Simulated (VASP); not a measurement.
Here is a VASP 6.6.1 calculation.

The input INCAR:

```
SYSTEM = HfTa3N4
PREC     = Accurate       ! precision mode
ENCUT    = 600            ! plane-wave cutoff, eV
EDIFF    = 1E-7           ! SCF threshold, eV
ISMEAR   = -1             ! smearing method
SIGMA    = 0.1            ! smearing width, eV
LREAL    = .FALSE.        ! projectors in reciprocal space
LASPH    = .TRUE.         ! aspherical terms in the spheres
NELM     = 120            ! most SCF steps
ALGO     = Normal         ! electronic algorithm
ISIF     = 3              ! what is computed and relaxed
LWAVE    = .FALSE.        ! write WAVECAR
LCHARG   = .FALSE.        ! write CHGCAR
GGA      = PS             ! functional
IBRION   = 2              ! ionic algorithm
NSW      = 80             ! ionic steps
EDIFFG   = -0.03          ! ionic threshold
GGA_COMPAT= .FALSE.      
NELMIN   = 4
```

The input KPOINTS:

```
Automatic mesh
0
G
  5 5 5
  0 0 0
```

Contents of POSCAR:

```
HfTa3N4
1.0
    4.3975000000      0.0000000000      0.0000000000
    0.0000000000      4.3975000000      0.0000000000
    0.0000000000      0.0000000000      4.3975000000
Hf Ta N
1 3 4
Direct
    0.0000000000      0.0000000000      0.0000000000
    0.0000000000      0.5000000000      0.5000000000
    0.5000000000      0.0000000000      0.5000000000
    0.5000000000      0.5000000000      0.0000000000
    0.5000000000      0.5000000000      0.5000000000
    0.0000000000      0.0000000000      0.5000000000
    0.0000000000      0.5000000000      0.0000000000
    0.5000000000      0.0000000000      0.0000000000
```

Potentials or basis: VASP PAW PBE potentials, release 64 (Hf_pv, Ta_pv, N).

The run is started by

```bash
$ cat potpaw_PBE.64/Hf_pv/POTCAR potpaw_PBE.64/Ta_pv/POTCAR potpaw_PBE.64/N/POTCAR > POTCAR
$ mpirun -np 1 vasp_std > vasp.out
```

Q: Estimate the space group after relaxing (to 0.1 Å).

A: Pm-3m (No. 221).

Q: Estimate the relaxed cell.

A: a = 4.403 Å, b = 4.403 Å, c = 4.403 Å, α = 90.00°, β = 90.00°, γ = 90.00°.

Q: Estimate the band gap on the k mesh.

A: Zero (an odd number of electrons rules out a gap without spin polarisation).

Final structure:
```xyz
8
Lattice="4.4033 0.0000 0.0000 0.0000 4.4033 0.0000 0.0000 0.0000 4.4033" Properties=species:S:1:pos:R:3 pbc="T T T"
Hf    0.0000    0.0000    0.0000
Ta    0.0000    2.2017    2.2017
Ta    2.2017    0.0000    2.2017
Ta    2.2017    2.2017    0.0000
N     2.2017    2.2017    2.2017
N     0.0000    0.0000    2.2017
N     0.0000    2.2017    0.0000
N     2.2017    0.0000    0.0000
```

Caveat: spin-orbit coupling is left out, which moves the levels of the heavy elements.
